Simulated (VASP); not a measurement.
# Al3Cu2 in VASP: single point with LDA

Aim: the single point of Al3Cu2 with LDA.

All numbers are computed with VASP 6.6.1; they aren't measurements. Logs are shortened: lines on timing, memory, paths and dates and some standing lists are left out, and cuts for length are marked.

### 1 The cell of the first run

The typed cell holds 5 atoms: a = 4.056 Å, b = 4.056 Å, c = 4.932 Å, α = 90.00°, β = 90.00°, γ = 120.00°.

### 2 Single point, LDA

INCAR reads:

```
SYSTEM = Al3Cu2
  PREC = Accurate
  ENCUT = 520
  EDIFF = 1E-6
  ISMEAR = 0
  SIGMA = 0.15
  LREAL = .FALSE.
  LASPH = .TRUE.
  NELM = 60
  ALGO = Fast
  ISIF = 2
  LWAVE = .FALSE.
  LCHARG = .FALSE.
  NBANDS = 24
```

KPOINTS reads:

```
regular mesh
0
G
  12 12 8
  0 0 0
```

POSCAR reads:

```
Al3Cu2
1.0
    4.0556484543      0.0001011926     -0.0000777151
   -2.0277365918      3.5125829911      0.0001601897
   -0.0000945039      0.0001703685      4.9318835148
Al Cu
3 2
Direct
   -0.0000001233     -0.0000012209      0.0000068969
    0.3333342216      0.6667014943      0.3508469562
    0.6666628800      0.3332905336      0.6491502201
    0.3333332648      0.6666340665      0.8415229698
    0.6666697570      0.3333751265      0.1584729567
```

Potentials or basis: VASP PAW LDA potentials, release 64 (Al, Cu).

Launch:

```
cat potpaw_LDA.64/Al/POTCAR potpaw_LDA.64/Cu/POTCAR > POTCAR
mpirun -np 1 vasp_std > vasp.out
```

OUTCAR:

```text
SYSTEM = Al3Cu2
   PREC = Accurate
   ENCUT = 520
   EDIFF = 1E-6
   ISMEAR = 0
   LREAL = .FALSE.
   LASPH = .TRUE.
   NELM = 60
   ISIF = 2

 ion  position               nearest neighbor table
   1  1.000  1.000  0.000-   5 2.47   4 2.47   5 2.47   4 2.47   5 2.47   4 2.47   2 2.91   3 2.91
                             2 2.91   3 2.91   2 2.91   3 2.91
   2  0.333  0.667  0.351-   4 2.42   4 2.51   5 2.53   5 2.53   5 2.53   3 2.77   3 2.77   3 2.77
                             1 2.91   1 2.91   1 2.91
   3  0.667  0.333  0.649-   5 2.42   5 2.51   4 2.53   4 2.53   4 2.53   2 2.77   2 2.77   2 2.77
                             1 2.91   1 2.91   1 2.91
   4  0.333  0.667  0.842-   2 2.42   1 2.47   1 2.47   1 2.47   2 2.51   3 2.53   3 2.53   3 2.53

   5  0.667  0.333  0.158-   3 2.42   1 2.47   1 2.47   1 2.47   3 2.51   2 2.53   2 2.53   2 2.53

  LATTYP: Found a base centered monoclinic cell.
 ALAT       =    15.6632582257
 B/A-ratio  =     0.4485188892
 C/A-ratio  =     0.6060768695
 COS(beta)  =    -0.9909111172

  Lattice vectors:

 A1 = (   6.0836548207,   3.5126150078,  -4.9318787553)
 A2 = (   6.0834795500,  -3.5126521670,  -4.9321214196)
 A3 = (  -8.1113914125,  -0.0000320167,   4.9320389450)

Analysis of symmetry for initial positions (statically):
=====================================================================
 Subroutine PRICEL returns:
 Original cell was already a primitive cell.

 Routine SETGRP: Setting up the symmetry group for a
 base centered monoclinic supercell.

 Subroutine GETGRP returns: Found  1 space group operations
 (whereof  1 operations were pure point group operations)
 out of a pool of  4 trial point group operations.

The static configuration has the point symmetry C_1 .

Analysis of symmetry for dynamics (positions and initial velocities):
=====================================================================
 Subroutine PRICEL returns:
 Original cell was already a primitive cell.

 Routine SETGRP: Setting up the symmetry group for a
 base centered monoclinic supercell.

 Subroutine GETGRP returns: Found  1 space group operations
 (whereof  1 operations were pure point group operations)
 out of a pool of  4 trial point group operations.

The dynamic configuration has the point symmetry C_1 .

 Subroutine INISYM returns: Found  1 space group operations
 (whereof  1 operations are pure point group operations),
 and found     1 'primitive' translations

----------------------------------------------------------------------------------------

                                     Primitive cell

  volume of cell :      70.2596

  direct lattice vectors                    reciprocal lattice vectors
     4.055648454  0.000101193 -0.000077715     0.246566143  0.142337189 -0.000000192
    -2.027736592  3.512582991  0.000160190    -0.000007103  0.284686682 -0.000009834
    -0.000094504  0.000170368  4.931883515     0.000003886 -0.000007004  0.202762291

  length of vectors
     4.055648456  4.055854408  4.931883519     0.284701139  0.284686682  0.202762291

  position of ions in fractional coordinates (direct lattice)
     0.999999877  0.999998779  0.000006897
     0.333334222  0.666701494  0.350846956
     0.666662880  0.333290534  0.649150220
     0.333333265  0.666634067  0.841522970
     0.666669757  0.333375127  0.158472957

  ion indices of the primitive-cell ions
   primitive index   ion index
                 1           1
                 2           2
                 3           3
                 4           4
                 5           5

----------------------------------------------------------------------------------------

 KPOINTS: regular mesh

Automatic generation of k-mesh.
 Grid dimensions read from file:
 generate k-points for:   12   12    8

 Generating k-lattice:

  Cartesian coordinates                     Fractional coordinates (reciprocal lattice)
     0.020547179  0.011861432 -0.000000016     0.083333333  0.000000000 -0.000000000
    -0.000000592  0.023723890 -0.000000820    -0.000000000  0.083333333  0.000000000
     0.000000486 -0.000000875  0.025345286     0.000000000  0.000000000  0.125000000

  Length of vectors
     0.023725095  0.023723890  0.025345286

  Shift w.r.t. Gamma in fractional coordinates (k-lattice)
     0.000000000  0.000000000  0.000000000

 -----------------------------------------------------------------------------
|                                                                             |
|           W    W    AA    RRRRR   N    N  II  N    N   GGGG   !!!           |
|           W    W   A  A   R    R  NN   N  II  NN   N  G    G  !!!           |
|           W    W  A    A  R    R  N N  N  II  N N  N  G       !!!           |
|           W WW W  AAAAAA  RRRRR   N  N N  II  N  N N  G  GGG   !            |
|           WW  WW  A    A  R   R   N   NN  II  N   NN  G    G                |
|           W    W  A    A  R    R  N    N  II  N    N   GGGG   !!!           |
|                                                                             |
|     Your reciprocal lattice and k-lattice belong to different lattice       |
|     classes:                                                                |
|                                                                             |
|        The reciprocal lattice is triclinic,                                 |
|        whereas your k-lattice is base-centered monoclinic.                  |
|                                                                             |
|     Results are often still useful ...                                      |
|                                                                             |
 -----------------------------------------------------------------------------

 Subroutine IBZKPT returns following result:
 ===========================================

 Found    580 irreducible k-points:

 Following reciprocal coordinates:
            Coordinates               Weight
  0.000000  0.000000  0.000000      1.000000
  0.083333  0.000000 -0.000000      2.000000
  0.166667 -0.000000 -0.000000      2.000000
  0.250000  0.000000 -0.000000      2.000000
  0.333333  0.000000 -0.000000      2.000000
  0.416667 -0.000000 -0.000000      2.000000
[... 16 lines left out ...]
  0.250000  0.166667 -0.000000      2.000000
  0.333333  0.166667 -0.000000      2.000000
 [... further k-points ...]
   k-points           NKPTS =    580   k-points in BZ     NKDIM =    580   number of bands    NBANDS=     24
   number of dos      NEDOS =    301   number of ions     NIONS =      5
   total plane-waves  NPLWV =  36000
   dimension x,y,z NGX =    30 NGY =   30 NGZ =   40
   dimension x,y,z NGXF=    60 NGYF=   60 NGZF=   80
   ions per type =               3   2
   NGX,Y,Z   is equivalent  to a cutoff of  12.30, 12.30, 13.48 a.u.
   NGXF,Y,Z  is equivalent  to a cutoff of  24.59, 24.59, 26.97 a.u.
 SYSTEM =  Al3Cu2
   PREC   = accura    normal or accurate (medium, high low for compatibility)
   ISTART =      0    job   : 0-new  1-cont  2-samecut
   ICHARG =      2    charge: 1-file 2-atom 10-const
   ISPIN  =      1    spin polarized calculation?
   LNONCOLLINEAR =      F non collinear calculations
   LSORBIT =      F    spin-orbit coupling
   LASPH  =      T    aspherical Exc in radial PAW
   ENCUT  =  520.0 eV  38.22 Ry    6.18 a.u.   7.54  7.54  9.17*2*pi/ulx,y,z
   NELM   =     60;   NELMIN=  2; NELMDL= -5     # of ELM steps
   EDIFF  = 0.1E-05   stopping-criterion for ELM
   LREAL  =      F    real-space projection
   EDIFFG = 0.1E-04   stopping-criterion for IOM
   NSW    =      0    number of steps for IOM
   IBRION =     -1    ionic relax: 0-MD 1-quasi-New 2-CG
   NFREE  =      0    steps in history (QN), initial steepest desc. (CG)
   ISIF   =      2    stress and relaxation
   ISYM   =      2    0-nonsym 1-usesym 2-fastsym
   POTIM  = 0.5000    time-step for ionic-motion
   TEBEG  =    0.0;   TEEND  =   0.0 temperature during run
   PSTRESS=    0.0 pullay stress
   NELECT =      31.0000    total number of electrons
   NUPDOWN=      -1.0000    fix difference up-down
   EMIN   =  10.00;   EMAX   =-10.00  energy-range for DOS
   EFERMI =   0.00;   METHOD = LEGACY
   ISMEAR =     0;   SIGMA  =   0.15  broadening in eV -4-tet -1-fermi 0-gaus
   EFERMI_NEDOS =   21; number of points for ismear=-14 and -15
   IALGO  =     68    algorithm
   IMIX   =      4    mixing-type and parameters
     AMIX     =   0.40;   BMIX     =  1.00
     AMIX_MAG =   1.60;   BMIX_MAG =  1.00
  volume/ion in A,a.u.               =      14.05        94.83
  Fermi-wavevector in a.u.,A,eV,Ry     =   1.246312  2.355188 21.133839  1.553293
  Thomas-Fermi vector in A             =   2.380495
   LORBIT       =      0    0 simple, 1 ext, 2 COOP (PROOUT), +10 PAW based schemes
   GGA     = CA    functional components
   LHFCALC =     F    Hartree Fock is set to
   AEXX    =    0.0000 exact exchange contribution
   IVDW    =     0    specifies the selected vdW correction
   LEPSILON=     F    determine dielectric tensor
   LRPA    =     F    only Hartree local field effects (RPA)
 non-spin polarized calculation
 RMM-DIIS sequential band-by-band and
 Gauss-broadening in eV      SIGMA  =   0.15
  energy-cutoff  :      520.00
  volume of cell :       70.26
 maximum number of plane-waves:      1914
   NGX = 15   NGY = 15   NGZ = 19

 number of electron      31.0000010 magnetization

 Free energy of the ion-electron system (eV)
  ---------------------------------------------------
  ext. energy  EPLUGINS =         0.00000000
  ---------------------------------------------------
  free energy    TOTEN  =       -22.92081975 eV

  energy without entropy =      -22.90662920  energy(sigma->0) =      -22.91372447

 E-fermi :   8.5562     XC(G=0): -11.3172

 val. band max:        8.5303085600   @ k =   0.1667  -0.3333   0.2500
 cond. band min:       8.5579296486   @ k =  -0.0833   0.4167   0.0000
 fundamental gap:      0.0276210886
 Fermi energy:         8.5562315937

 k-point     1 :       0.0000    0.0000    0.0000
  band No.  band energies     occupation
      1      -2.9220      2.00000
      2       1.9327      2.00000
      3       2.5052      2.00000
      4       2.9745      2.00000
      5       2.9746      2.00000
      6       3.3372      2.00000
[... 16 lines left out ...]
     23      14.4549      0.00000
     24      14.4551      0.00000
[... 598 lines left out ...]
      2       1.1134      2.00000
      3       2.0548      2.00000
      4       3.0488      2.00000
      5       3.2451      2.00000
      6       3.3406      2.00000
[... 16 lines left out ...]
     23      15.8095      0.00000
     24      17.2913      0.00000

 [... further k-points ...]
[... 5 lines left out ...]
  --------------------------------------------------------------------------------------
  -------------------------------------------------------------------------------------
  Total        0.1447638      0.1422342      0.1695654     -0.0006242     -0.0004843      0.0002983
  in kB        3.3011458      3.2434601      3.8667118     -0.0142349     -0.0110442      0.0068027
  external PRESSURE =       3.4704392 kB  Pullay stress =       0.0000000 kB

 VOLUME and BASIS-vectors are now :
 -----------------------------------------------------------------------------
  energy-cutoff  :      520.00
  volume of cell :       70.26
      direct lattice vectors                 reciprocal lattice vectors
     4.055648454  0.000101193 -0.000077715     0.246566143  0.142337189 -0.000000192
    -2.027736592  3.512582991  0.000160190    -0.000007103  0.284686682 -0.000009834
    -0.000094504  0.000170368  4.931883515     0.000003886 -0.000007004  0.202762291

 POSITION                                       TOTAL-FORCE (eV/Angst)
 -----------------------------------------------------------------------------------
      2.02791      3.51268      0.00012        -0.000038      0.000133     -0.000250
     -0.00004      2.34194      1.73042         0.000080     -0.000122      0.004988
      2.02786      1.17089      3.20153        -0.000105      0.000279     -0.004801
      0.00004      2.34178      4.15037        -0.000033     -0.000046      0.003755
      2.02777      1.17110      0.78157         0.000095     -0.000244     -0.003692
 -----------------------------------------------------------------------------------
    total drift:                               -0.000001     -0.000001     -0.000022

  FREE ENERGIE OF THE ION-ELECTRON SYSTEM (eV)
  ---------------------------------------------------
  free  energy   TOTEN  =       -22.9208197527 eV

  energy  without entropy=      -22.9066291959  energy(sigma->0) =      -22.91372447
```

Wall time 9.9 min (1 thread of Intel Xeon 6975P-C (Granite Rapids), shared host); peak memory 0.81 GiB.

What came out:

* Free energy: -22.9208 eV
* Pressure: 0.3 GPa
* Largest force: 0.005 eV/Å
* Band gap on the k mesh: zero (an odd number of electrons rules out a gap without spin polarisation)

Forces in eV/Å, atoms in the order of the input:
```
Al   0.000  0.000  0.000
Al   0.000  0.000  0.005
Al   0.000  0.000 -0.005
Cu   0.000  0.000  0.004
Cu   0.000  0.000 -0.004
```
